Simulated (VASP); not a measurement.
# Al2Cu (Pmm2) in VASP: a series of runs

The runs below take Al2Cu through single point, with PBEsol.

All numbers are computed with VASP 6.6.1; they aren't measurements. Logs are shortened: lines on timing, memory, paths and dates and some standing lists are left out, and cuts for length are marked.

## 1. The cell of the first run

The structure is orthorhombic, space group Pmm2 (No. 25). The conventional cell has a = 2.912 Å, b = 4.037 Å, c = 4.037 Å, α = 90.00°, β = 90.00°, γ = 90.00°. Within 3.1 Å of Al (site symmetry mm2) lie 4 Cu at 2.37 to 2.61 Å and 4 Al at 2.54 to 2.91 Å. Within 3.4 Å of Al (site symmetry mm2) lie 6 Al at 2.54 to 3.20 Å and 4 Cu at 2.56 Å. Cu (site symmetry mm2) has 8 Al at 2.37 to 2.61 Å and 2 Cu at 2.91 Å within 3.1 Å.

## 2. Single point, PBEsol (mode 4 frozen in at -0.445 Å, strain +e along z and -e/2 along x and y +0.0233)

Contents of INCAR:

```
SYSTEM = Al2Cu
ALGO = Fast ; EDIFF = 1E-6
ENCUT = 520 ; GGA = PS
ISIF = 2 ; ISMEAR = 0
LASPH = .TRUE. ; LCHARG = .FALSE.
LREAL = .FALSE. ; LWAVE = .FALSE.
NBANDS = 16 ; NELM = 100
PREC = Accurate ; SIGMA = 0.15
```

Contents of KPOINTS:

```
k-points
0
G
  10 10 14
  0 0 0
```

Contents of POSCAR:

```
Al2Cu
1.0
    4.0366268726      0.0000000000      0.0000000000
    0.0000000000      4.0366268726      0.0000000000
    0.0000000000      0.0000000000      2.9122037200
Al Cu
2 1
Direct
    0.5074638706      0.0000000000      0.5000000000
   -0.1089562558      0.5000000000      0.5000000000
    0.0430935180      0.0000000000      0.0000000000
```

Potentials or basis: VASP PAW PBE potentials, release 64 (Al, Cu).

Launch:

```console
cat potpaw_PBE.64/Al/POTCAR potpaw_PBE.64/Cu/POTCAR > POTCAR
mpirun -np 1 vasp_std > vasp.out
```

OUTCAR:

```text
SYSTEM = Al2Cu
   EDIFF = 1E-6
   ENCUT = 520
   GGA = PS
   ISIF = 2
   ISMEAR = 0
   LASPH = .TRUE.
   LREAL = .FALSE.
   NELM = 100
   PREC = Accurate

 ion  position               nearest neighbor table
   1  0.507  0.000  0.500-   3 2.37   3 2.37   2 2.54   2 2.54   3 2.61   3 2.61   2 3.20   2 3.20

   2  0.891  0.500  0.500-   1 2.54   1 2.54   3 2.56   3 2.56   3 2.56   3 2.56   1 3.20   1 3.20

   3  0.043  0.000  0.000-   1 2.37   1 2.37   2 2.56   2 2.56   2 2.56   2 2.56   1 2.61   1 2.61

  LATTYP: Found a simple tetragonal cell.
 ALAT       =     4.0366268726
 C/A-ratio  =     0.7214448627

  Lattice vectors:

 A1 = (   4.0366268726,   0.0000000000,   0.0000000000)
 A2 = (   0.0000000000,   4.0366268726,   0.0000000000)
 A3 = (   0.0000000000,   0.0000000000,   2.9122037200)

Analysis of symmetry for initial positions (statically):
=====================================================================
 Subroutine PRICEL returns:
 Original cell was already a primitive cell.

 Routine SETGRP: Setting up the symmetry group for a
 simple tetragonal supercell.

 Subroutine GETGRP returns: Found  4 space group operations
 (whereof  4 operations were pure point group operations)
 out of a pool of 16 trial point group operations.

The static configuration has the point symmetry C_2v.

Analysis of symmetry for dynamics (positions and initial velocities):
=====================================================================
 Subroutine PRICEL returns:
 Original cell was already a primitive cell.

 Routine SETGRP: Setting up the symmetry group for a
 simple tetragonal supercell.

 Subroutine GETGRP returns: Found  4 space group operations
 (whereof  4 operations were pure point group operations)
 out of a pool of 16 trial point group operations.

The dynamic configuration has the point symmetry C_2v.

 Subroutine INISYM returns: Found  4 space group operations
 (whereof  4 operations are pure point group operations),
 and found     1 'primitive' translations

----------------------------------------------------------------------------------------

                                     Primitive cell

  volume of cell :      47.4525

  direct lattice vectors                    reciprocal lattice vectors
     4.036626873  0.000000000  0.000000000     0.247731592  0.000000000  0.000000000
     0.000000000  4.036626873  0.000000000     0.000000000  0.247731592  0.000000000
     0.000000000  0.000000000  2.912203720     0.000000000  0.000000000  0.343382571

  length of vectors
     4.036626873  4.036626873  2.912203720     0.247731592  0.247731592  0.343382571

  position of ions in fractional coordinates (direct lattice)
     0.507463871  0.000000000  0.500000000
     0.891043744  0.500000000  0.500000000
     0.043093518  0.000000000  0.000000000

  ion indices of the primitive-cell ions
   primitive index   ion index
                 1           1
                 2           2
                 3           3

----------------------------------------------------------------------------------------

 KPOINTS: k-points

Automatic generation of k-mesh.
 Grid dimensions read from file:
 generate k-points for:   10   10   14

 Generating k-lattice:

  Cartesian coordinates                     Fractional coordinates (reciprocal lattice)
     0.024773159  0.000000000  0.000000000     0.100000000  0.000000000  0.000000000
     0.000000000  0.024773159  0.000000000     0.000000000  0.100000000  0.000000000
     0.000000000  0.000000000  0.024527326     0.000000000  0.000000000  0.071428571

  Length of vectors
     0.024773159  0.024773159  0.024527326

  Shift w.r.t. Gamma in fractional coordinates (k-lattice)
     0.000000000  0.000000000  0.000000000

 Subroutine IBZKPT returns following result:
 ===========================================

 Found    288 irreducible k-points:

 Following reciprocal coordinates:
            Coordinates               Weight
  0.000000  0.000000  0.000000      1.000000
  0.100000  0.000000  0.000000      2.000000
  0.000000  0.100000  0.000000      2.000000
  0.200000  0.000000  0.000000      2.000000
  0.000000  0.200000  0.000000      2.000000
  0.300000  0.000000  0.000000      2.000000
[... 16 lines left out ...]
 -0.200000  0.300000  0.000000      4.000000
  0.400000  0.200000  0.000000      4.000000
 [... further k-points ...]
   k-points           NKPTS =    288   k-points in BZ     NKDIM =    288   number of bands    NBANDS=     16
   number of dos      NEDOS =    301   number of ions     NIONS =      3
   total plane-waves  NPLWV =  21600
   dimension x,y,z NGX =    30 NGY =   30 NGZ =   24
   dimension x,y,z NGXF=    60 NGYF=   60 NGZF=   48
   ions per type =               2   1
   NGX,Y,Z   is equivalent  to a cutoff of  12.36, 12.36, 13.70 a.u.
   NGXF,Y,Z  is equivalent  to a cutoff of  24.71, 24.71, 27.40 a.u.
 SYSTEM =  Al2Cu
   PREC   = accura    normal or accurate (medium, high low for compatibility)
   ISTART =      0    job   : 0-new  1-cont  2-samecut
   ICHARG =      2    charge: 1-file 2-atom 10-const
   ISPIN  =      1    spin polarized calculation?
   LNONCOLLINEAR =      F non collinear calculations
   LSORBIT =      F    spin-orbit coupling
   LASPH  =      T    aspherical Exc in radial PAW
   ENCUT  =  520.0 eV  38.22 Ry    6.18 a.u.   7.51  7.51  5.41*2*pi/ulx,y,z
   NELM   =    100;   NELMIN=  2; NELMDL= -5     # of ELM steps
   EDIFF  = 0.1E-05   stopping-criterion for ELM
   LREAL  =      F    real-space projection
   EDIFFG = 0.1E-04   stopping-criterion for IOM
   NSW    =      0    number of steps for IOM
   IBRION =     -1    ionic relax: 0-MD 1-quasi-New 2-CG
   NFREE  =      0    steps in history (QN), initial steepest desc. (CG)
   ISIF   =      2    stress and relaxation
   ISYM   =      2    0-nonsym 1-usesym 2-fastsym
   POTIM  = 0.5000    time-step for ionic-motion
   TEBEG  =    0.0;   TEEND  =   0.0 temperature during run
   PSTRESS=    0.0 pullay stress
   NELECT =      17.0000    total number of electrons
   NUPDOWN=      -1.0000    fix difference up-down
   EMIN   =  10.00;   EMAX   =-10.00  energy-range for DOS
   EFERMI =   0.00;   METHOD = LEGACY
   ISMEAR =     0;   SIGMA  =   0.15  broadening in eV -4-tet -1-fermi 0-gaus
   EFERMI_NEDOS =   21; number of points for ismear=-14 and -15
   IALGO  =     68    algorithm
   IMIX   =      4    mixing-type and parameters
     AMIX     =   0.40;   BMIX     =  1.00
     AMIX_MAG =   1.60;   BMIX_MAG =  1.00
  volume/ion in A,a.u.               =      15.82       106.74
  Fermi-wavevector in a.u.,A,eV,Ry     =   1.162710  2.197204 18.393648  1.351895
  Thomas-Fermi vector in A             =   2.299268
   LORBIT       =      0    0 simple, 1 ext, 2 COOP (PROOUT), +10 PAW based schemes
   GGA     = PS    functional components
   LHFCALC =     F    Hartree Fock is set to
   AEXX    =    0.0000 exact exchange contribution
   IVDW    =     0    specifies the selected vdW correction
   LEPSILON=     F    determine dielectric tensor
   LRPA    =     F    only Hartree local field effects (RPA)
 non-spin polarized calculation
 RMM-DIIS sequential band-by-band and
 Gauss-broadening in eV      SIGMA  =   0.15
  energy-cutoff  :      520.00
  volume of cell :       47.45
 maximum number of plane-waves:      1303
   NGX = 15   NGY = 15   NGZ = 11

 number of electron      17.0000000 magnetization

 Free energy of the ion-electron system (eV)
  ---------------------------------------------------
  ext. energy  EPLUGINS =         0.00000000
  ---------------------------------------------------
  free energy    TOTEN  =       -12.18040539 eV

  energy without entropy =      -12.16928505  energy(sigma->0) =      -12.17484522

 E-fermi :   7.1746     XC(G=0): -10.5950

 val. band max:        7.1736333562   @ k =  -0.2000   0.4000   0.2857
 cond. band min:       7.1826132978   @ k =   0.5000   0.0000   0.3571
 fundamental gap:      0.0089799415
 Fermi energy:         7.1745721408

 k-point     1 :       0.0000    0.0000    0.0000
  band No.  band energies     occupation
      1      -3.3830      2.00000
      2       2.0697      2.00000
      3       2.4196      2.00000
      4       3.0569      2.00000
      5       3.2063      2.00000
      6       3.3597      2.00000
[... 8 lines left out ...]
     15      14.9570      0.00000
     16      19.3639      0.00000

 k-point     2 :       0.1000    0.0000    0.0000
  band No.  band energies     occupation
      1      -3.2954      2.00000
      2       2.0069      2.00000
      3       2.4155      2.00000
      4       3.0255      2.00000
      5       3.2022      2.00000
      6       3.3604      2.00000
[... 8 lines left out ...]
     15      16.0515      0.00000
     16      19.3701      0.00000

 k-point     3 :       0.0000    0.1000    0.0000
  band No.  band energies     occupation
      1      -3.2965      2.00000
      2       2.0117      2.00000
      3       2.3809      2.00000
      4       3.0387      2.00000
      5       3.2066      2.00000
      6       3.3554      2.00000
[... 8 lines left out ...]
     15      16.2261      0.00000
     16      19.2993      0.00000

 k-point     4 :       0.2000    0.0000    0.0000
  band No.  band energies     occupation
      1      -3.0362      2.00000
      2       1.6833      2.00000
      3       2.4219      2.00000
      4       2.9523      2.00000
      5       3.1915      2.00000
      6       3.3620      2.00000
[... 8 lines left out ...]
     15      17.7895      0.00000
     16      18.4303      0.00000

 k-point     5 :       0.0000    0.2000    0.0000
  band No.  band energies     occupation
      1      -3.0406      2.00000
      2       1.6519      2.00000
      3       2.3381      2.00000
      4       3.0067      2.00000
      5       3.2073      2.00000
      6       3.3441      2.00000
[... 8 lines left out ...]
     15      17.8332      0.00000
     16      18.3059      0.00000

 k-point     6 :       0.3000    0.0000    0.0000
  band No.  band energies     occupation
      1      -2.6200      2.00000
      2       0.9473      2.00000
      3       2.4527      2.00000
      4       2.8752      2.00000
      5       3.1666      2.00000
      6       3.1784      2.00000
[... 8 lines left out ...]
     15      17.4100      0.00000
     16      19.6833      0.00000

 k-point     7 :       0.0000    0.3000    0.0000
  band No.  band energies     occupation
      1      -2.6292      2.00000
      2       0.8799      2.00000
      3       2.3537      2.00000
      4       2.9931      2.00000
      5       3.2082      2.00000
      6       3.3304      2.00000
[... 8 lines left out ...]
     15      17.2850      0.00000
     16      18.8564      0.00000

 k-point     8 :       0.4000    0.0000    0.0000
  band No.  band energies     occupation
      1      -2.1005      2.00000
      2       0.0954      2.00000
      3       2.4849      2.00000
      4       2.8206      2.00000
      5       3.0444      2.00000
      6       3.1679      2.00000
[... 8 lines left out ...]
     15      16.5233      0.00000
     16      19.0933      0.00000

 k-point     9 :       0.0000    0.4000    0.0000
  band No.  band energies     occupation
      1      -2.1142      2.00000
      2       0.0292      2.00000
      3       2.3803      2.00000
      4       2.9932      2.00000
      5       3.1950      2.00000
      6       3.2089      2.00000
[... 8 lines left out ...]
     15      16.4265      0.00000
     16      18.5183      0.00000
[... 172 lines left out ...]
 k-point    19 :       0.5000    0.1000    0.0000
  band No.  band energies     occupation
      1      -1.6740      2.00000
      2      -0.2971      2.00000
      3       2.4677      2.00000
      4       2.7628      2.00000
      5       3.0220      2.00000
      6       3.1645      2.00000
[... 8 lines left out ...]
     15      16.3209      0.00000
     16      18.2877      0.00000

 k-point    20 :      -0.1000    0.5000    0.0000
  band No.  band energies     occupation
      1      -1.6840      2.00000
      2      -0.3691      2.00000
      3       2.3724      2.00000
      4       2.9696      2.00000
      5       3.1617      2.00000
      6       3.2055      2.00000
[... 8 lines left out ...]
     15      16.2110      0.00000
     16      18.2540      0.00000

 k-point    21 :       0.2000    0.2000    0.0000
  band No.  band energies     occupation
      1      -2.6937      2.00000
      2       1.6547      2.00000
      3       2.1449      2.00000
      4       2.8727      2.00000
      5       3.1929      2.00000
      6       3.3468      2.00000
[... 8 lines left out ...]
     15      17.6069      0.00000
     16      18.2340      0.00000

 k-point    22 :       0.3000    0.2000    0.0000
  band No.  band energies     occupation
      1      -2.2772      2.00000
      2       1.1643      2.00000
      3       2.1285      2.00000
      4       2.7842      2.00000
      5       3.1802      2.00000
      6       3.2658      2.00000
[... 8 lines left out ...]
     15      17.6112      0.00000
     16      18.5054      0.00000

 k-point    23 :      -0.2000    0.3000    0.0000
  band No.  band energies     occupation
      1      -2.2814      2.00000
      2       1.0867      2.00000
      3       2.1386      2.00000
      4       2.8612      2.00000
      5       3.1942      2.00000
      6       3.3334      2.00000
[... 8 lines left out ...]
     15      17.4764      0.00000
     16      18.3102      0.00000

 k-point    24 :       0.4000    0.2000    0.0000
  band No.  band energies     occupation
      1      -1.7555      2.00000
      2       0.3757      2.00000
      3       2.2429      2.00000
      4       2.7150      2.00000
      5       3.0721      2.00000
      6       3.1700      2.00000
[... 8 lines left out ...]
     15      16.7857      0.00000
     16      19.2255      0.00000

 [... further k-points ...]
[... 5 lines left out ...]
  --------------------------------------------------------------------------------------
  -------------------------------------------------------------------------------------
  Total        2.1790296      1.7583754     -0.6059383      0.0000000      0.0000000      0.0000000
  in kB       73.5723701     59.3694750    -20.4587951      0.0000000      0.0000000      0.0000000
  external PRESSURE =      37.4943500 kB  Pullay stress =       0.0000000 kB

 VOLUME and BASIS-vectors are now :
 -----------------------------------------------------------------------------
  energy-cutoff  :      520.00
  volume of cell :       47.45
      direct lattice vectors                 reciprocal lattice vectors
     4.036626873  0.000000000  0.000000000     0.247731592  0.000000000  0.000000000
     0.000000000  4.036626873  0.000000000     0.000000000  0.247731592  0.000000000
     0.000000000  0.000000000  2.912203720     0.000000000  0.000000000  0.343382571

 POSITION                                       TOTAL-FORCE (eV/Angst)
 -----------------------------------------------------------------------------------
      2.04844      0.00000      1.45610        -0.341220      0.000000      0.000000
      3.59681      2.01831      1.45610         1.428574      0.000000      0.000000
      0.17395      0.00000      0.00000        -1.087354      0.000000      0.000000
 -----------------------------------------------------------------------------------
    total drift:                                0.000401      0.000000     -0.000008

  FREE ENERGIE OF THE ION-ELECTRON SYSTEM (eV)
  ---------------------------------------------------
  free  energy   TOTEN  =       -12.1804053924 eV

  energy  without entropy=      -12.1692850544  energy(sigma->0) =      -12.17484522
```

Run time: 1.7 min. Hardware: 1 thread of Intel Xeon 6975P-C (Granite Rapids), shared host; peak memory 0.32 GiB.

Results:

* Free energy: -12.1804 eV
* Pressure: 3.7 GPa
* Largest force: 1.429 eV/Å

Forces on the atoms (eV/Å):
```
Al  -0.341  0.000  0.000
Al   1.429  0.000  0.000
Cu  -1.087  0.000  0.000
```

Stress tensor (GPa, compression positive):
```
 7.36  0.00  0.00
 0.00  5.94  0.00
 0.00  0.00 -2.05
```

Caveat: the cell differs from its parent crystal (mode 4 frozen in at -0.445 Å, strain +e along z and -e/2 along x and y +0.0233); the PAW data sets were made with another functional, which shifts forces and pressure a little.

(Part 1 of 2 ends here.)
